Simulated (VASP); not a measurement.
Set up this calculation in VASP 6.6.1, as the native input.

```
Task                   : electric field gradients
Functional             : PBE
Potentials or basis    : VASP PAW PBE potentials, release 64 (Rb_sv, Cl)
Cutoff                 : 400 eV
k mesh                 : 10 × 10 × 10
Occupations            : fermi-dirac, width 0.05 eV
Spin                   : no spin polarisation
Dipole correction      : no
Further INCAR settings : ALGO = Normal; EDIFF = 1e-08; NBANDS = 15
```

The structure of RbCl (rocksalt type) lies in POSCAR:

```
RbCl
1.0
    0.0000000000      3.3208179441      3.3208179441
    3.3208179441      0.0000000000      3.3208179441
    3.3208179441      3.3208179441      0.0000000000
Rb Cl
1 1
Direct
    0.0000000000      0.0000000000      0.0000000000
    0.5000000000      0.5000000000      0.5000000000
```

This cell differs from its parent crystal: volume scaled by 0.975.

These files were run (other wordings do the same):

INCAR

```
SYSTEM = RbCl
PREC = Accurate
ENCUT = 400
EDIFF = 1E-8
ISMEAR = -1
SIGMA = 0.05
LREAL = .False.
LASPH = .True.
NELM = 120
ALGO = Normal
ISIF = 2
LWAVE = .False.
LCHARG = .False.
GGA = PE
LEFG = .True.
NBANDS = 15
GGA_COMPAT = .False.
```

KPOINTS

```
regular mesh
0
Gamma
  10 10 10
  0 0 0
```

Potentials or basis: VASP PAW PBE potentials, release 64 (Rb_sv, Cl).

Run with:

```sh
$ cat potpaw_PBE.64/Rb_sv/POTCAR potpaw_PBE.64/Cl/POTCAR > POTCAR
$ mpirun -np 1 vasp_std > vasp.out
```

It gave:

| Quantity | Value |
| --- | --- |
| Pressure | 0.4 GPa |
| Band gap on the k mesh | 4.91 eV, direct |

Caveat: without QUAD_EFG the Cq values of the log hold for a quadrupole moment of 1 mb, not for the nuclei.

It took 24 s on 1 thread of AMD EPYC 9R14 (Zen 4) (shared host), peak memory 0.16 GiB.
